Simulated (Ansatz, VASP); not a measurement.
Si: VASP beside Ansatz

POSCAR

```
Si
1.0
    0.0000000000      2.7754839771      2.7754839771
    2.7754839771      0.0000000000      2.7754839771
    2.7754839771      2.7754839771      0.0000000000
Si
2
Direct
    0.7500000000      0.7500000000      0.7500000000
    0.5000000000      0.5000000000      0.5000000000
```

Contents of INCAR.step1:

```
PREC = Accurate
ENCUT = 520
ISMEAR = 0
SIGMA = 0.02
LREAL = False
LASPH = True
NELM = 80
NBANDS = 11
GGA = PE
ALGO = Normal
EDIFF = 1E-4
LWAVE = True
LCHARG = False
```

The input INCAR.step2:

```
PREC = Accurate
ENCUT = 520
EDIFF = 1E-6
ISMEAR = 0
SIGMA = 0.02
LREAL = False
LASPH = True
NELM = 80
ALGO = Normal
ISIF = 2
LWAVE = False
LCHARG = False
METAGGA = R2SCAN
LMIXTAU = True
NBANDS = 11
ISTART = 1
```

KPOINTS

```
regular mesh
0
Gamma
  10 10 10
```

Input for Ansatz:

```yaml
crystal:
  lattice:
    - [0.0, 2.7754839776, 2.7754839776]
    - [2.7754839776, 0.0, 2.7754839776]
    - [2.7754839776, 2.7754839776, 0.0]
  atoms:
    - { symbol: Si, position: [0.75, 0.75, 0.75] }
    - { symbol: Si, position: [0.5, 0.5, 0.5] }
basis:
  ecutwfc: 500
kpoints:
  mp_grid: { grid: [10, 10, 10] }
hamiltonian:
  xc: r2scan
scf:
  occupations: { method: gaussian, width: 0.02 }
output:
  forces: true
  stress: true
  eigenvalues: true
```

Alike in both runs: task single point; functional r2SCAN; k mesh 10 × 10 × 10; occupations gaussian, width 0.02 eV; no spin polarisation.

```csv
,VASP,Ansatz
version,VASP 6.6.1,Ansatz 0.2.0
potentials or method,"VASP PAW PBE potentials, release 64 (Si), cutoff 520 eV","scalar-relativistic, plane waves, PAW"
valence electrons in the cell,8,8
```

Ansatz gave:

* gap on the k mesh at the Fermi level (eV): 0.87
* least direct gap on the mesh (eV): 2.71
* pressure (GPa): -5.0

Problem. Which values does VASP return?

Solution. gap on the k mesh at the Fermi level (eV): 0.88; least direct gap on the mesh (eV): 2.73; pressure (GPa): -5.2.

VASP's potentials were made for PBE, not for r2SCAN.
